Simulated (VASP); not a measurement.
# Se2O (Pnnm) in VASP: single point with PBE

Aim: the single point of Se2O with PBE.

All numbers are computed with VASP 6.6.1; they aren't measurements. Logs are shortened: lines on timing, memory, paths and dates and some standing lists are left out, and cuts for length are marked.

## (1) The cell of the first run

It takes space group Pnnm (No. 58, orthorhombic). Conventional cell: a = 5.199 Å, b = 9.439 Å, c = 3.006 Å, α = 90.00°, β = 90.00°, γ = 90.00°. Within 3.0 Å of Se (site symmetry m) lie 2 O at 2.26 Å and 1 Se at 2.29 Å. Within 3.0 Å of O (site symmetry 2/m) lie 4 Se at 2.26 Å.

## (2) Single point, PBE

INCAR

```
SYSTEM = Se2O
PREC     = Accurate       ! precision mode
ENCUT    = 520            ! plane-wave cutoff, eV
EDIFF    = 1E-6           ! SCF threshold, eV
ISMEAR   = 0              ! smearing method
SIGMA    = 0.01           ! smearing width, eV
LREAL    = .False.        ! projectors in reciprocal space
LASPH    = .True.         ! aspherical terms in the spheres
NELM     = 80             ! most SCF steps
ALGO     = Normal         ! electronic algorithm
ISIF     = 2              ! what is computed and relaxed
LWAVE    = .False.        ! write WAVECAR
LCHARG   = .True.         ! write CHGCAR
GGA      = PE             ! functional
LELF     = .True.         ! ELF
LVHAR    = .True.       
NBANDS   = 27             ! bands
```

KPOINTS

```
Automatic mesh
0
Gamma
  8 4 12
  0 0 0
```

POSCAR

```
Se2O
1.0
    5.1994504588      0.0000000000      0.0000000000
    0.0000000000      9.4387052815      0.0000000000
    0.0000000000      0.0000000000      3.0063191240
Se O
4 2
Direct
    0.1925934213      0.4416718009      0.0000000000
    0.8074065787      0.5583281991      0.0000000000
    0.6925934213      0.0583281991      0.5000000000
    0.3074065787      0.9416718009      0.5000000000
    0.0000000000      0.0000000000      0.0000000000
    0.5000000000      0.5000000000      0.5000000000
```

Potentials or basis: VASP PAW PBE potentials, release 64 (Se, O).

The run is started by

```sh
$ cat potpaw_PBE.64/Se/POTCAR potpaw_PBE.64/O/POTCAR > POTCAR
$ mpirun -np 1 vasp_std > vasp.out
```

OUTCAR:

```text
SYSTEM = Se2O
   PREC = Accurate
   ENCUT = 520
   EDIFF = 1E-6
   ISMEAR = 0
   LREAL = .False.
   LASPH = .True.
   NELM = 80
   ISIF = 2
   GGA = PE

 ion  position               nearest neighbor table
   1  0.193  0.442  0.000-   6 2.26   6 2.26   2 2.29
   2  0.807  0.558  0.000-   6 2.26   6 2.26   1 2.29
   3  0.693  0.058  0.500-   5 2.26   5 2.26   4 2.29
   4  0.307  0.942  0.500-   5 2.26   5 2.26   3 2.29
   5  0.000  0.000  0.000-   3 2.26   4 2.26   3 2.26   4 2.26
   6  0.500  0.500  0.500-   1 2.26   2 2.26   1 2.26   2 2.26

  LATTYP: Found a simple orthorhombic cell.
 ALAT       =     3.0063191240
 B/A-ratio  =     1.7295071629
 C/A-ratio  =     3.1396218739

  Lattice vectors:

 A1 = (   0.0000000000,   0.0000000000,   3.0063191240)
 A2 = (   5.1994504588,   0.0000000000,   0.0000000000)
 A3 = (   0.0000000000,   9.4387052815,   0.0000000000)

Analysis of symmetry for initial positions (statically):
=====================================================================
 Subroutine PRICEL returns:
 Original cell was already a primitive cell.

 Routine SETGRP: Setting up the symmetry group for a
 simple orthorhombic supercell.

 Subroutine GETGRP returns: Found  8 space group operations
 (whereof  4 operations were pure point group operations)
 out of a pool of  8 trial point group operations.

The static configuration has the point symmetry C_2h.
 The point group associated with its full space group is D_2h.

Analysis of symmetry for dynamics (positions and initial velocities):
=====================================================================
 Subroutine PRICEL returns:
 Original cell was already a primitive cell.

 Routine SETGRP: Setting up the symmetry group for a
 simple orthorhombic supercell.

 Subroutine GETGRP returns: Found  8 space group operations
 (whereof  4 operations were pure point group operations)
 out of a pool of  8 trial point group operations.

The dynamic configuration has the point symmetry C_2h.
 The point group associated with its full space group is D_2h.

 Subroutine INISYM returns: Found  8 space group operations
 (whereof  4 operations are pure point group operations),
 and found     1 'primitive' translations

----------------------------------------------------------------------------------------

                                     Primitive cell

  volume of cell :     147.5384

  direct lattice vectors                    reciprocal lattice vectors
     5.199450459  0.000000000  0.000000000     0.192328018  0.000000000  0.000000000
     0.000000000  9.438705282  0.000000000     0.000000000  0.105946734  0.000000000
     0.000000000  0.000000000  3.006319124     0.000000000  0.000000000  0.332632684

  length of vectors
     5.199450459  9.438705282  3.006319124     0.192328018  0.105946734  0.332632684

  position of ions in fractional coordinates (direct lattice)
     0.192593421  0.441671801  0.000000000
     0.807406579  0.558328199  0.000000000
     0.692593421  0.058328199  0.500000000
     0.307406579  0.941671801  0.500000000
     0.000000000  0.000000000  0.000000000
     0.500000000  0.500000000  0.500000000

  ion indices of the primitive-cell ions
   primitive index   ion index
                 1           1
                 2           2
                 3           3
                 4           4
                 5           5
                 6           6

----------------------------------------------------------------------------------------

 KPOINTS: Automatic mesh

Automatic generation of k-mesh.
 Grid dimensions read from file:
 generate k-points for:    8    4   12

 Generating k-lattice:

  Cartesian coordinates                     Fractional coordinates (reciprocal lattice)
     0.024041002  0.000000000  0.000000000     0.125000000  0.000000000  0.000000000
     0.000000000  0.026486684  0.000000000     0.000000000  0.250000000  0.000000000
     0.000000000  0.000000000  0.027719390     0.000000000  0.000000000  0.083333333

  Length of vectors
     0.024041002  0.026486684  0.027719390

  Shift w.r.t. Gamma in fractional coordinates (k-lattice)
     0.000000000  0.000000000  0.000000000

 Subroutine IBZKPT returns following result:
 ===========================================

 Found    105 irreducible k-points:

 Following reciprocal coordinates:
            Coordinates               Weight
  0.000000  0.000000  0.000000      1.000000
  0.125000  0.000000  0.000000      2.000000
  0.250000  0.000000  0.000000      2.000000
  0.375000  0.000000  0.000000      2.000000
  0.500000  0.000000  0.000000      1.000000
  0.000000  0.250000  0.000000      2.000000
[... 16 lines left out ...]
  0.250000  0.250000  0.083333      8.000000
  0.375000  0.250000  0.083333      8.000000
 [... further k-points ...]
   k-points           NKPTS =    105   k-points in BZ     NKDIM =    105   number of bands    NBANDS=     27
   number of dos      NEDOS =    301   number of ions     NIONS =      6
   total plane-waves  NPLWV =  67200
   dimension x,y,z NGX =    40 NGY =   70 NGZ =   24
   dimension x,y,z NGXF=    80 NGYF=  140 NGZF=   48
   ions per type =               4   2
   NGX,Y,Z   is equivalent  to a cutoff of  12.79, 12.33, 13.27 a.u.
   NGXF,Y,Z  is equivalent  to a cutoff of  25.58, 24.66, 26.54 a.u.
 SYSTEM =  Se2O
   PREC   = accura    normal or accurate (medium, high low for compatibility)
   ISTART =      0    job   : 0-new  1-cont  2-samecut
   ICHARG =      2    charge: 1-file 2-atom 10-const
   ISPIN  =      1    spin polarized calculation?
   LNONCOLLINEAR =      F non collinear calculations
   LSORBIT =      F    spin-orbit coupling
   LASPH  =      T    aspherical Exc in radial PAW
   ENCUT  =  520.0 eV  38.22 Ry    6.18 a.u.   9.67 17.55  5.59*2*pi/ulx,y,z
   NELM   =     80;   NELMIN=  2; NELMDL= -5     # of ELM steps
   EDIFF  = 0.1E-05   stopping-criterion for ELM
   LREAL  =      F    real-space projection
   EDIFFG = 0.1E-04   stopping-criterion for IOM
   NSW    =      0    number of steps for IOM
   IBRION =     -1    ionic relax: 0-MD 1-quasi-New 2-CG
   NFREE  =      0    steps in history (QN), initial steepest desc. (CG)
   ISIF   =      2    stress and relaxation
   ISYM   =      2    0-nonsym 1-usesym 2-fastsym
   POTIM  = 0.5000    time-step for ionic-motion
   TEBEG  =    0.0;   TEEND  =   0.0 temperature during run
   PSTRESS=    0.0 pullay stress
   NELECT =      36.0000    total number of electrons
   NUPDOWN=      -1.0000    fix difference up-down
   EMIN   =  10.00;   EMAX   =-10.00  energy-range for DOS
   EFERMI =   0.00;   METHOD = LEGACY
   ISMEAR =     0;   SIGMA  =   0.01  broadening in eV -4-tet -1-fermi 0-gaus
   EFERMI_NEDOS =   21; number of points for ismear=-14 and -15
   IALGO  =     38    algorithm
   IMIX   =      4    mixing-type and parameters
     AMIX     =   0.40;   BMIX     =  1.00
     AMIX_MAG =   1.60;   BMIX_MAG =  1.00
  volume/ion in A,a.u.               =      24.59       165.94
  Fermi-wavevector in a.u.,A,eV,Ry     =   1.022996  1.933182 14.238785  1.046521
  Thomas-Fermi vector in A             =   2.156706
   LORBIT       =      0    0 simple, 1 ext, 2 COOP (PROOUT), +10 PAW based schemes
   GGA     = PE    functional components
   LHFCALC =     F    Hartree Fock is set to
   AEXX    =    0.0000 exact exchange contribution
   IVDW    =     0    specifies the selected vdW correction
   LEPSILON=     F    determine dielectric tensor
   LRPA    =     F    only Hartree local field effects (RPA)
 non-spin polarized calculation
 Gauss-broadening in eV      SIGMA  =   0.01
  energy-cutoff  :      520.00
  volume of cell :      147.54
 maximum number of plane-waves:      4008
 NGX is ok and might be reduce to    40
   NGX = 19   NGY = 35   NGZ = 11

 number of electron      35.9999989 magnetization

 Free energy of the ion-electron system (eV)
  ---------------------------------------------------
  ext. energy  EPLUGINS =         0.00000000
  ---------------------------------------------------
  free energy    TOTEN  =       -22.01918234 eV

  energy without entropy =      -22.01918233  energy(sigma->0) =      -22.01918234

 E-fermi :   1.5402     XC(G=0):  -8.1630

 val. band max:        1.5085309227   @ k =   0.1250   0.0000   0.1667
 cond. band min:       1.5717437360   @ k =   0.2500   0.0000   0.2500
 fundamental gap:      0.0632128133
 Fermi energy:         1.5402146646

 k-point     1 :       0.0000    0.0000    0.0000
  band No.  band energies     occupation
      1     -17.2776      2.00000
      2     -17.2633      2.00000
      3     -12.8746      2.00000
      4     -12.8529      2.00000
      5     -11.1261      2.00000
      6     -11.0892      2.00000
[... 19 lines left out ...]
     26       8.8511      0.00000
     27       9.1163      0.00000

 k-point     2 :       0.1250    0.0000    0.0000
  band No.  band energies     occupation
      1     -17.2498      2.00000
      2     -17.2362      2.00000
      3     -13.1163      2.00000
      4     -13.0997      2.00000
      5     -10.8304      2.00000
      6     -10.7878      2.00000
[... 19 lines left out ...]
     26       8.3031      0.00000
     27       9.1549      0.00000

 k-point     3 :       0.2500    0.0000    0.0000
  band No.  band energies     occupation
      1     -17.1780      2.00000
      2     -17.1669      2.00000
      3     -13.5490      2.00000
      4     -13.5401      2.00000
      5     -10.2514      2.00000
      6     -10.2036      2.00000
[... 594 lines left out ...]
      1     -17.1210      2.00000
      2     -17.1134      2.00000
      3     -13.4906      2.00000
      4     -13.4841      2.00000
      5     -10.2142      2.00000
      6     -10.1819      2.00000
[... 19 lines left out ...]
     26       7.9944      0.00000
     27       8.6559      0.00000

 k-point    24 :       0.3750    0.2500    0.0833
  band No.  band energies     occupation
      1     -17.0447      2.00000
      2     -17.0404      2.00000
      3     -13.8199      2.00000
      4     -13.8173      2.00000
      5      -9.7250      2.00000
      6      -9.7011      2.00000
[... 19 lines left out ...]
     26       7.6900      0.00000
     27       8.6793      0.00000

 [... further k-points ...]

------------------------ aborting loop because EDIFF is reached ----------------------------------------

  FORCE on cell =-STRESS in cart. coord.  units (eV):
  Direction    XX          YY          ZZ          XY          YZ          ZX
  --------------------------------------------------------------------------------------
  -------------------------------------------------------------------------------------
  Total        0.0818345      0.0144551     -0.0519015      0.0000000      0.0000000      0.0000000
  in kB        0.8886733      0.1569736     -0.5636185      0.0000000      0.0000000      0.0000000
  external PRESSURE =       0.1606761 kB  Pullay stress =       0.0000000 kB

 VOLUME and BASIS-vectors are now :
 -----------------------------------------------------------------------------
  energy-cutoff  :      520.00
  volume of cell :      147.54
      direct lattice vectors                 reciprocal lattice vectors
     5.199450459  0.000000000  0.000000000     0.192328018  0.000000000  0.000000000
     0.000000000  9.438705282  0.000000000     0.000000000  0.105946734  0.000000000
     0.000000000  0.000000000  3.006319124     0.000000000  0.000000000  0.332632684

 POSITION                                       TOTAL-FORCE (eV/Angst)
 -----------------------------------------------------------------------------------
      1.00138      4.16881      0.00000         0.024526     -0.015906      0.000000
      4.19807      5.26990      0.00000        -0.024526      0.015906      0.000000
      3.60111      0.55054      1.50316         0.024526      0.015906     -0.000000
      1.59835      8.88816      1.50316        -0.024526     -0.015906      0.000000
      0.00000      0.00000      0.00000         0.000000     -0.000000      0.000000
      2.59973      4.71935      1.50316         0.000000     -0.000000      0.000000
 -----------------------------------------------------------------------------------
    total drift:                               -0.000000      0.000000     -0.000000

  FREE ENERGIE OF THE ION-ELECTRON SYSTEM (eV)
  ---------------------------------------------------
  free  energy   TOTEN  =       -22.0191823403 eV

  energy  without entropy=      -22.0191823345  energy(sigma->0) =      -22.01918234
```

Run time: 3.9 min. Hardware: 1 thread of AMD EPYC 9R45 (Zen 5), shared host; peak memory 0.42 GiB.

Results:

- Free energy: -22.0192 eV
- Pressure: 0.0 GPa
- Largest force: 0.029 eV/Å
- Band gap on the k mesh: zero (band 18 reaches 2.39 eV, above the bottom of band 19 at 0.97 eV)

Forces on the atoms (eV/Å):
```
Se   0.025 -0.016  0.000
Se  -0.025  0.016  0.000
Se   0.025  0.016  0.000
Se  -0.025 -0.016  0.000
O    0.000  0.000  0.000
O    0.000  0.000  0.000
```

Levels at points of the mesh, in eV from the Fermi level:
| k point | band 15 | band 16 | band 17 | band 18 | band 19 | band 20 | band 21 | band 22 |
| --- | --- | --- | --- | --- | --- | --- | --- | --- |
| (0.00, 0.00, 0.00) | -0.67 | -0.60 | -0.20 | -0.07 | 1.59 | 1.62 | 2.48 | 2.50 |
| (0.50, 0.00, 0.00) | -1.08 | -1.08 | 0.39 | 0.39 | 1.79 | 1.79 | 2.39 | 2.39 |
| (0.00, 0.50, 0.00) | -0.61 | -0.61 | -0.13 | -0.13 | 1.61 | 1.61 | 2.49 | 2.49 |
| (0.50, 0.50, 0.00) | -1.05 | -1.05 | 0.39 | 0.39 | 2.09 | 2.09 | 2.14 | 2.14 |
| (0.00, 0.00, 0.50) | -2.05 | -2.05 | -1.74 | -1.74 | 0.95 | 0.95 | 3.00 | 3.00 |
| (0.50, 0.00, 0.50) | -2.25 | -2.25 | -1.09 | -1.09 | -0.17 | -0.17 | 0.31 | 0.31 |
| (0.00, 0.50, 0.50) | -2.16 | -2.16 | -1.71 | -1.71 | 0.95 | 0.95 | 3.01 | 3.01 |
| (0.50, 0.50, 0.50) | -2.25 | -2.25 | -1.09 | -1.09 | -0.18 | -0.18 | 0.33 | 0.33 |

Caveat: this functional lacks dispersion, which binds the layers, so the pressure and a relaxed spacing across them are unreliable.
